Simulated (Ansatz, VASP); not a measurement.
MgO in VASP and in Ansatz

POSCAR

```
MgO
1.0
    0.0000000000      2.3732858892      2.1323010193
    2.3732858892      0.0000000000      2.1323010193
    2.3732858892      2.3732858892      0.0000000000
Mg O
1 1
Direct
    0.0000000000      0.0000000000      0.0000000000
    0.2500000000      0.2500000000      0.2500000000
```

Contents of INCAR.step1:

```
ALGO = Normal ; EDIFF = 1E-4
ENCUT = 520 ; GGA = PE
ISMEAR = 0 ; LASPH = T
LCHARG = F ; LREAL = F
LWAVE = T ; NBANDS = 11
NELM = 80 ; PREC = Accurate
SIGMA = 0.01
```

File INCAR.step2:

```
ALGO = Normal ; EDIFF = 1E-6
ENCUT = 520 ; ISIF = 2
ISMEAR = 0 ; ISTART = 1
LASPH = T ; LCHARG = F
LMIXTAU = T ; LREAL = F
LWAVE = F ; METAGGA = R2SCAN
NBANDS = 11 ; NELM = 80
PREC = Accurate ; SIGMA = 0.01
```

Contents of KPOINTS:

```
k-points
0
Gamma
  10 10 10
```

Input for Ansatz:

```yaml
crystal:
  lattice:
    - [0.0, 2.3732858892, 2.1323010193]
    - [2.3732858892, 0.0, 2.1323010193]
    - [2.3732858892, 2.3732858892, 0.0]
  atoms:
    - { symbol: Mg, position: [0.0, 0.0, 0.0] }
    - { symbol: O, position: [0.25, 0.25, 0.25] }
kpoints:
  mp_grid: { grid: [10, 10, 10] }
  band_path:
    path:
      - [0.0, 0.0, 0.0]
      - [-0.5, -0.5, 0.0]
      - [-0.375, -0.375, 0.25]
      - [-0.375, 0.0, 0.375]
      - [0.0, 0.0, 0.5]
      - [-0.5, -0.25, 0.25]
    npoints: 1
hamiltonian:
  xc: r2scan
scf:
  occupations: { method: fixed }
  n_extra_bands: 4
output:
  forces: true
  stress: true
  eigenvalues: true
```

Change from the starting cell: epitaxial_xy strain +4.0%.

Alike in both runs: task single point; functional r2SCAN; k mesh 10 × 10 × 10; no spin polarisation.

|  | VASP | Ansatz |
| --- | --- | --- |
| version | VASP 6.6.1 | Ansatz 0.2.0 |
| potentials or method | VASP PAW PBE potentials, release 64 (Mg, O) | plane waves, PAW |
| plane-wave cutoff (eV) | 520 | 500 |
| occupations | gaussian, width 0.01 eV | fixed |
| valence electrons in the cell | 8 | 16 |

```csv
,VASP,Ansatz,Ansatz less VASP
gap on the k mesh at the Fermi level (eV),4.11,4.12,+0.015
pressure (GPa),-2.5,-2.0,+0.57
"traceless stress, the component that is largest in VASP (GPa)",2.03,1.97,-0.056
```

VASP's potentials were made for PBE, not for r2SCAN. VASP's potentials hold 8 valence electrons a cell and Ansatz's 16, so a difference there can come from the potentials and not from the codes.
